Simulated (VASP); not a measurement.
Here is a VASP 6.6.1 calculation.

Contents of INCAR:

```
PREC     = Accurate       # precision mode
ENCUT    = 520            # plane-wave cutoff, eV
EDIFF    = 1E-7           # SCF threshold, eV
ISMEAR   = -1             # smearing method
SIGMA    = 0.05           # smearing width, eV
LREAL    = F              # projectors in reciprocal space
LASPH    = T              # aspherical terms in the spheres
NELM     = 100            # most SCF steps
ALGO     = Normal         # electronic algorithm
ISIF     = 2              # what is computed and relaxed
LWAVE    = F              # write WAVECAR
LCHARG   = F              # write CHGCAR
NBANDS   = 28             # bands
```

KPOINTS

```
regular mesh
0
Gamma
  6 6 3
```

Contents of POSCAR:

```
PbSe
1.0
    4.3552219700      0.0000000000      0.0000000000
   -0.0101716689      4.3552100919      0.0000000000
   -2.1725251505     -2.1776050460     11.8386061582
Pb Se
2 2
Direct
    0.8068400000      0.8073040000      0.6184430000
    0.1854540000      0.1998100000      0.3823760000
    0.2873320000      0.3231460000      0.6231940000
    0.6842660000      0.6998950000      0.3779650000
```

Potentials or basis: VASP PAW LDA potentials, release 64 (Pb_d, Se).

Command:

```sh
$ cat potpaw_LDA.64/Pb_d/POTCAR potpaw_LDA.64/Se/POTCAR > POTCAR
$ mpirun -np 1 vasp_std > vasp.out
```

Question: Predict the largest force.

Answer: 0.370 eV/Å.

Question: What does it give for the band gap on the k mesh?

Answer: 1.46 eV, direct.

Forces on the atoms (eV/Å):
```
Pb  -0.028  0.029 -0.346
Pb   0.009 -0.015  0.369
Se   0.098 -0.017 -0.337
Se  -0.079  0.002  0.313
```

Caveat: spin-orbit coupling is left out, which moves the levels of the heavy elements.
